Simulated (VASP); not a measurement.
# Ti6H in VASP: further runs

The runs below take Ti6H through single point, with PBE.

All numbers are computed with VASP 6.6.1; they aren't measurements. Logs are shortened: lines on timing, memory, paths and dates and some standing lists are left out, and cuts for length are marked.

**1. The cell of the first run**

The cell holds a slab with vacuum, 7 atoms: a = 2.832 Å, b = 4.580 Å, c = 23.551 Å, α = 90.00°, β = 90.00°, γ = 90.00°.

**2. Single point, PBE**

The input, INCAR:

```
  PREC = Accurate
  ENCUT = 520
  EDIFF = 1E-6
  ISMEAR = 0
  SIGMA = 0.1
  LREAL = F
  LASPH = T
  NELM = 60
  ALGO = Normal
  ISIF = 2
  LWAVE = F
  LCHARG = F
  LDIPOL = T
  IDIPOL = 3
  DIPOL = 0.5 0.5 0.345
  GGA = PE
  NBANDS = 46
```

The input, KPOINTS:

```
regular mesh
0
Gamma
  9 6 1
```

The input, POSCAR:

```
Ti6H
1.0
    2.8321726458      0.0000000000      0.0000000000
    0.0000000000      4.5795363026      0.0000000000
    0.0000000000      0.0000000000     23.5510893874
Ti H
6 1
Direct
    0.5000000000      0.0000000000      0.1698435233
    0.0000000000      0.5000000000      0.2259767339
    0.5000000000      0.0000000000      0.2821099444
    0.5000000000      0.5000000000      0.3394934593
    0.0000000000      0.0000000000      0.3940191404
    0.5000000000      0.5000000000      0.4480085492
    0.5000000000      0.5000000000      0.5528869248
```

Potentials or basis: VASP PAW PBE potentials, release 64 (Ti_sv, H).

The run is started by

```console
$ cat potpaw_PBE.64/Ti_sv/POTCAR potpaw_PBE.64/H/POTCAR > POTCAR
$ mpirun -np 1 vasp_std > vasp.out
```

OUTCAR:

```text
PREC = Accurate
   ENCUT = 520
   EDIFF = 1E-6
   ISMEAR = 0
   LREAL = F
   LASPH = T
   NELM = 60
   ISIF = 2
   GGA = PE

 ion  position               nearest neighbor table
   1  0.500  0.000  0.170-   3 2.64
   2  0.000  0.500  0.226-
   3  0.500  0.000  0.282-   1 2.64   4 2.66   4 2.66
   4  0.500  0.500  0.339-   6 2.56   3 2.66   3 2.66
   5  0.000  0.000  0.394-
   6  0.500  0.500  0.448-   4 2.56
   7  0.500  0.500  0.553-

  LATTYP: Found a simple orthorhombic cell.
 ALAT       =     2.8321726458
 B/A-ratio  =     1.6169693290
 C/A-ratio  =     8.3155556997

  Lattice vectors:

 A1 = (   2.8321726458,   0.0000000000,   0.0000000000)
 A2 = (   0.0000000000,   4.5795363026,   0.0000000000)
 A3 = (   0.0000000000,   0.0000000000,  23.5510893874)

Analysis of symmetry for initial positions (statically):
=====================================================================
 Subroutine PRICEL returns:
 Original cell was already a primitive cell.

 Routine SETGRP: Setting up the symmetry group for a
 simple orthorhombic supercell.

 Subroutine GETGRP returns: Found  4 space group operations
 (whereof  4 operations were pure point group operations)
 out of a pool of  8 trial point group operations.

The static configuration has the point symmetry C_2v.

Analysis of symmetry for dynamics (positions and initial velocities):
=====================================================================
 Subroutine PRICEL returns:
 Original cell was already a primitive cell.

 Routine SETGRP: Setting up the symmetry group for a
 simple orthorhombic supercell.

 Subroutine GETGRP returns: Found  4 space group operations
 (whereof  4 operations were pure point group operations)
 out of a pool of  8 trial point group operations.

The dynamic configuration has the point symmetry C_2v.

 Subroutine INISYM returns: Found  4 space group operations
 (whereof  4 operations are pure point group operations),
 and found     1 'primitive' translations

----------------------------------------------------------------------------------------

                                     Primitive cell

  volume of cell :     305.4585

  direct lattice vectors                    reciprocal lattice vectors
     2.832172646  0.000000000  0.000000000     0.353085820  0.000000000  0.000000000
     0.000000000  4.579536303  0.000000000     0.000000000  0.218362719  0.000000000
     0.000000000  0.000000000 23.551089387     0.000000000  0.000000000  0.042460881

  length of vectors
     2.832172646  4.579536303 23.551089387     0.353085820  0.218362719  0.042460881

  position of ions in fractional coordinates (direct lattice)
     0.500000000  0.000000000  0.169843523
     0.000000000  0.500000000  0.225976734
     0.500000000  0.000000000  0.282109944
     0.500000000  0.500000000  0.339493459
     0.000000000  0.000000000  0.394019140
     0.500000000  0.500000000  0.448008549
     0.500000000  0.500000000  0.552886925

  ion indices of the primitive-cell ions
   primitive index   ion index
                 1           1
                 2           2
                 3           3
                 4           4
                 5           5
                 6           6
                 7           7

----------------------------------------------------------------------------------------

 KPOINTS: regular mesh

Automatic generation of k-mesh.
 Grid dimensions read from file:
 generate k-points for:    9    6    1

 Generating k-lattice:

  Cartesian coordinates                     Fractional coordinates (reciprocal lattice)
     0.039231758  0.000000000  0.000000000     0.111111111  0.000000000  0.000000000
     0.000000000  0.036393787  0.000000000     0.000000000  0.166666667  0.000000000
     0.000000000  0.000000000  0.042460881     0.000000000  0.000000000  1.000000000

  Length of vectors
     0.039231758  0.036393787  0.042460881

  Shift w.r.t. Gamma in fractional coordinates (k-lattice)
     0.000000000  0.000000000  0.000000000

 Subroutine IBZKPT returns following result:
 ===========================================

 Found     20 irreducible k-points:

 Following reciprocal coordinates:
            Coordinates               Weight
  0.000000  0.000000  0.000000      1.000000
  0.111111  0.000000  0.000000      2.000000
  0.222222  0.000000  0.000000      2.000000
  0.333333  0.000000  0.000000      2.000000
  0.444444  0.000000  0.000000      2.000000
  0.000000  0.166667  0.000000      2.000000
[... 12 lines left out ...]
  0.333333  0.500000  0.000000      2.000000
  0.444444  0.500000  0.000000      2.000000
   k-points           NKPTS =     20   k-points in BZ     NKDIM =     20   number of bands    NBANDS=     46
   number of dos      NEDOS =    301   number of ions     NIONS =      7
   total plane-waves  NPLWV = 155520
   dimension x,y,z NGX =    24 NGY =   36 NGZ =  180
   dimension x,y,z NGXF=    48 NGYF=   72 NGZF=  360
   ions per type =               6   1
   NGX,Y,Z   is equivalent  to a cutoff of  14.09, 13.07, 12.71 a.u.
   NGXF,Y,Z  is equivalent  to a cutoff of  28.18, 26.14, 25.41 a.u.
 SYSTEM =  unknown system
   PREC   = accura    normal or accurate (medium, high low for compatibility)
   ISTART =      0    job   : 0-new  1-cont  2-samecut
   ICHARG =      2    charge: 1-file 2-atom 10-const
   ISPIN  =      1    spin polarized calculation?
   LNONCOLLINEAR =      F non collinear calculations
   LSORBIT =      F    spin-orbit coupling
   LASPH  =      T    aspherical Exc in radial PAW
   ENCUT  =  520.0 eV  38.22 Ry    6.18 a.u.   5.27  8.51 43.79*2*pi/ulx,y,z
   NELM   =     60;   NELMIN=  2; NELMDL= -5     # of ELM steps
   EDIFF  = 0.1E-05   stopping-criterion for ELM
   LREAL  =      F    real-space projection
   EDIFFG = 0.1E-04   stopping-criterion for IOM
   NSW    =      0    number of steps for IOM
   IBRION =     -1    ionic relax: 0-MD 1-quasi-New 2-CG
   NFREE  =      0    steps in history (QN), initial steepest desc. (CG)
   ISIF   =      2    stress and relaxation
   ISYM   =      2    0-nonsym 1-usesym 2-fastsym
   POTIM  = 0.5000    time-step for ionic-motion
   TEBEG  =    0.0;   TEEND  =   0.0 temperature during run
   PSTRESS=    0.0 pullay stress
   NELECT =      73.0000    total number of electrons
   NUPDOWN=      -1.0000    fix difference up-down
   EMIN   =  10.00;   EMAX   =-10.00  energy-range for DOS
   EFERMI =   0.00;   METHOD = LEGACY
   ISMEAR =     0;   SIGMA  =   0.10  broadening in eV -4-tet -1-fermi 0-gaus
   EFERMI_NEDOS =   21; number of points for ismear=-14 and -15
   IALGO  =     38    algorithm
   IMIX   =      4    mixing-type and parameters
     AMIX     =   0.40;   BMIX     =  1.00
     AMIX_MAG =   1.60;   BMIX_MAG =  1.00
  volume/ion in A,a.u.               =      43.64       294.48
  Fermi-wavevector in a.u.,A,eV,Ry     =   1.015933  1.919835 14.042842  1.032120
  Thomas-Fermi vector in A             =   2.149247
   LORBIT       =      0    0 simple, 1 ext, 2 COOP (PROOUT), +10 PAW based schemes
   GGA     = PE    functional components
   LHFCALC =     F    Hartree Fock is set to
   AEXX    =    0.0000 exact exchange contribution
   IVDW    =     0    specifies the selected vdW correction
   LEPSILON=     F    determine dielectric tensor
   LRPA    =     F    only Hartree local field effects (RPA)
 non-spin polarized calculation
 Gauss-broadening in eV      SIGMA  =   0.10
  energy-cutoff  :      520.00
  volume of cell :      305.46
 maximum number of plane-waves:      8274
 NGX is ok and might be reduce to    24
   NGX = 11   NGY = 17   NGZ = 87

 dipolmoment           0.000000      0.000000     -0.070029 electrons x Angstroem

 number of electron      73.0000008 magnetization

 dipolmoment           0.000000      0.000000      0.228297 electrons x Angstroem

 Free energy of the ion-electron system (eV)
  ---------------------------------------------------
  ext. energy  EPLUGINS =         0.00000000
  ---------------------------------------------------
  free energy    TOTEN  =       -45.52537169 eV

  energy without entropy =      -45.47814314  energy(sigma->0) =      -45.50175741

 E-fermi :  -0.3466     XC(G=0):  -5.0924

 val. band max:       -0.3485212224   @ k =   0.2222   0.3333   0.0000
 cond. band min:      -0.3446559953   @ k =   0.4444   0.1667   0.0000
 fundamental gap:      0.0038652271
 Fermi energy:        -0.3466455764

 k-point     1 :       0.0000    0.0000    0.0000
  band No.  band energies     occupation
      1     -57.3298      2.00000
      2     -57.1925      2.00000
      3     -57.1829      2.00000
      4     -57.0872      2.00000
      5     -56.9508      2.00000
      6     -56.8339      2.00000
[... 38 lines left out ...]
     45       1.2137      0.00000
     46       1.3243      0.00000

 k-point     2 :       0.1111    0.0000    0.0000
  band No.  band energies     occupation
      1     -57.3228      2.00000
      2     -57.1863      2.00000
      3     -57.1755      2.00000
      4     -57.0818      2.00000
      5     -56.9452      2.00000
      6     -56.8279      2.00000
[... 38 lines left out ...]
     45       1.0441      0.00000
     46       1.1304      0.00000

 k-point     3 :       0.2222    0.0000    0.0000
  band No.  band energies     occupation
      1     -57.3051      2.00000
      2     -57.1710      2.00000
      3     -57.1560      2.00000
      4     -57.0685      2.00000
      5     -56.9309      2.00000
      6     -56.8124      2.00000
[... 38 lines left out ...]
     45       1.0923      0.00000
     46       1.1899      0.00000

 k-point     4 :       0.3333    0.0000    0.0000
  band No.  band energies     occupation
      1     -57.2848      2.00000
      2     -57.1538      2.00000
      3     -57.1330      2.00000
      4     -57.0536      2.00000
      5     -56.9147      2.00000
      6     -56.7948      2.00000
[... 724 lines left out ...]
     45       0.8201      0.00000
     46       0.8517      0.00000

 k-point    19 :       0.3333    0.5000    0.0000
  band No.  band energies     occupation
      1     -57.2830      2.00000
      2     -57.1547      2.00000
      3     -57.1288      2.00000
      4     -57.0566      2.00000
      5     -56.8843      2.00000
      6     -56.8276      2.00000
[... 38 lines left out ...]
     45       1.0384      0.00000
     46       1.1185      0.00000

 k-point    20 :       0.4444    0.5000    0.0000
  band No.  band energies     occupation
      1     -57.2711      2.00000
      2     -57.1427      2.00000
      3     -57.1168      2.00000
      4     -57.0445      2.00000
      5     -56.8725      2.00000
      6     -56.8156      2.00000
[... 38 lines left out ...]
     45       0.9985      0.00000
     46       1.0357      0.00000

------------------------ aborting loop because EDIFF is reached ----------------------------------------

 vacuum level on the upper side and lower side of the slab       (xc-potential included)         1.445        -1.669

  FORCE on cell =-STRESS in cart. coord.  units (eV):
  Direction    XX          YY          ZZ          XY          YZ          ZX
  --------------------------------------------------------------------------------------
  -------------------------------------------------------------------------------------
  Total       -3.1984740     -5.3124710     -4.6543713      0.0000000      0.0000000      0.0000000
  in kB      -16.7764931    -27.8647354    -24.4129003      0.0000000      0.0000000      0.0000000
  external PRESSURE =     -23.0180429 kB  Pullay stress =       0.0000000 kB

 VOLUME and BASIS-vectors are now :
 -----------------------------------------------------------------------------
  energy-cutoff  :      520.00
  volume of cell :      305.46
      direct lattice vectors                 reciprocal lattice vectors
     2.832172646  0.000000000  0.000000000     0.353085820  0.000000000  0.000000000
     0.000000000  4.579536303  0.000000000     0.000000000  0.218362719  0.000000000
     0.000000000  0.000000000 23.551089387     0.000000000  0.000000000  0.042460881

 POSITION                                       TOTAL-FORCE (eV/Angst)
 -----------------------------------------------------------------------------------
      1.41609      0.00000      4.00000         0.000000      0.000000      0.408373
      0.00000      2.28977      5.32200         0.000000      0.000000     -0.016849
      1.41609      0.00000      6.64400         0.000000      0.000000     -0.366741
      1.41609      2.28977      7.99544         0.000000      0.000000     -0.028141
      0.00000      0.00000      9.27958         0.000000      0.000000     -0.229213
      1.41609      2.28977     10.55109         0.000000      0.000000      1.786328
      1.41609      2.28977     13.02109         0.000000      0.000000     -1.553757
 -----------------------------------------------------------------------------------
    total drift:                                0.000000      0.000000      0.001868

  FREE ENERGIE OF THE ION-ELECTRON SYSTEM (eV)
  ---------------------------------------------------
  free  energy   TOTEN  =       -45.5253716889 eV

  energy  without entropy=      -45.4781431357  energy(sigma->0) =      -45.50175741

 vacuum level on the upper side and lower side of the slab         6.168         2.970
```

Wall time 8.5 min (1 thread of Intel Xeon Platinum 8488C (Sapphire Rapids), shared host); peak memory 0.48 GiB.

What came out:

| Item | Value |
| --- | --- |
| Free energy | -45.5254 eV |
| Largest force | 1.786 eV/Å |
| Band gap on the k mesh | zero (an odd number of electrons rules out a gap without spin polarisation) |

Forces in eV/Å, atoms in the order of the input:
```
Ti   0.000  0.000  0.408
Ti   0.000  0.000 -0.017
Ti   0.000  0.000 -0.367
Ti   0.000  0.000 -0.028
Ti   0.000  0.000 -0.229
Ti   0.000  0.000  1.786
H    0.000  0.000 -1.554
```

Levels at points of the mesh, in eV from the Fermi level:
| k point | band 33 | band 34 | band 35 | band 36 | band 37 | band 38 | band 39 | band 40 |
| --- | --- | --- | --- | --- | --- | --- | --- | --- |
| (0.00, 0.00, 0.00) | -0.66 | -0.63 | -0.56 | -0.13 | 0.03 | 0.11 | 0.23 | 0.37 |
| (0.00, 0.50, 0.00) | -0.49 | -0.33 | -0.31 | -0.16 | -0.16 | 0.26 | 0.33 | 0.43 |

**3. Single point, PBE**

INCAR, as its differences from that of step 2:

```diff
@@ -7,3 +7,3 @@
   LASPH = T
-  NELM = 60
+  NELM = 100
   ALGO = Normal
@@ -14,3 +14,3 @@
   IDIPOL = 3
-  DIPOL = 0.5 0.5 0.345
+  DIPOL = 0.5 0.5 0.352
   GGA = PE
```

The input, KPOINTS:

```
Automatic mesh
0
Gamma
  9 6 1
```

POSCAR, as its differences from that of step 2:

```diff
@@ -14,2 +14,2 @@
     0.5000000000      0.5000000000      0.4480085492
-    0.5000000000      0.5000000000      0.5528869248
+    0.5000000000      0.5000000000      0.6038399818
```

Potentials or basis: VASP PAW PBE potentials, release 64 (Ti_sv, H).

The run is started by

```console
$ cat potpaw_PBE.64/Ti_sv/POTCAR potpaw_PBE.64/H/POTCAR > POTCAR
$ mpirun -np 1 vasp_std > vasp.out
```

Run time: 7.5 min. Hardware: 1 thread of Intel Xeon Platinum 8488C (Sapphire Rapids), shared host; peak memory 0.48 GiB.

Results (log left out):

| Property | Result |
| --- | --- |
| Free energy | -44.3865 eV |
| Largest force | 0.600 eV/Å |
| Band gap on the k mesh | zero (an odd number of electrons rules out a gap without spin polarisation) |

Forces on the atoms (eV/Å):
```
Ti   0.000  0.000  0.371
Ti   0.000  0.000  0.021
Ti   0.000  0.000 -0.363
Ti   0.000  0.000 -0.085
Ti   0.000  0.000 -0.107
Ti   0.000  0.000  0.600
H    0.000  0.000 -0.436
```

Levels at points of the mesh, in eV from the Fermi level:
```
           k point  band 34  band 35  band 36  band 37  band 38  band 39  band 40  band 41
(0.00, 0.00, 0.00)    -0.68    -0.60    -0.16    -0.02     0.07     0.20     0.35     0.52
(0.00, 0.50, 0.00)    -0.43    -0.43    -0.25    -0.23     0.24     0.28     0.40     0.43
```

**4. Single point, PBE**

The input, INCAR:

```
SYSTEM = Ti6H
  PREC = Accurate
  ENCUT = 520
  EDIFF = 1E-6
  ISMEAR = 0
  SIGMA = 0.1
  LREAL = .False.
  LASPH = .True.
  NELM = 100
  ALGO = Normal
  ISIF = 2
  LWAVE = .False.
  LCHARG = .False.
  LDIPOL = .True.
  IDIPOL = 3
  DIPOL = 0.5 0.5 0.333
  GGA = PE
  NBANDS = 46
```

The input, KPOINTS:

```
regular mesh
0
Gamma
  9 6 1
  0 0 0
```

POSCAR, as its differences from that of step 3:

```diff
@@ -14,2 +14,2 @@
     0.5000000000      0.5000000000      0.4480085492
-    0.5000000000      0.5000000000      0.6038399818
+    1.0000000000      1.0000000000      0.4722112512
```

The run is started by

```console
$ cat potpaw_PBE.64/Ti_sv/POTCAR potpaw_PBE.64/H/POTCAR > POTCAR
$ mpirun -np 1 vasp_std > vasp.out
```

Wall time 8.9 min (1 thread of Intel Xeon Platinum 8488C (Sapphire Rapids), shared host); peak memory 0.48 GiB.

The run converged. Its results:

* Free energy: -47.1011 eV
* Largest force: 0.579 eV/Å
* Band gap on the k mesh: zero (an odd number of electrons rules out a gap without spin polarisation)

Forces on the atoms (eV/Å):
```
Ti   0.000  0.000  0.419
Ti   0.000  0.000  0.020
Ti   0.000  0.000 -0.494
Ti   0.000  0.000  0.224
Ti   0.000  0.000 -0.579
Ti   0.000  0.000  0.112
H    0.000  0.000  0.298
```

Levels at points of the mesh, in eV from the Fermi level:
```tsv
k point	band 32	band 33	band 34	band 35	band 36	band 37	band 38	band 39	band 40	band 41
(0.00, 0.00, 0.00)	-0.78	-0.69	-0.60	-0.21	-0.08	-0.03	0.07	0.30	0.35	0.80
(0.00, 0.50, 0.00)	-0.59	-0.49	-0.48	-0.24	-0.24	0.12	0.24	0.28	0.39	0.57
```

**5. Summary**

| cell | gap on the mesh (eV) | largest force (eV/Å) |
| --- | --- | --- |
| as given, atomic positions A | none | 1.79 |
| as given, atomic positions B | none | 0.60 |
| as given, atomic positions C | none | 0.58 |

Alike in all rows: task single point; level PBE; potentials or basis VASP PAW PBE potentials, release 64 (Ti_sv, H); no spin polarisation; k mesh 9 × 6 × 1; cutoff (eV) 520; smearing gaussian 0.1 eV.

Total energies depend on the potentials used, so only differences within one code and one set of settings carry meaning.

The gap in the log of VASP goes by the Fermi energy; the results here count the filled bands.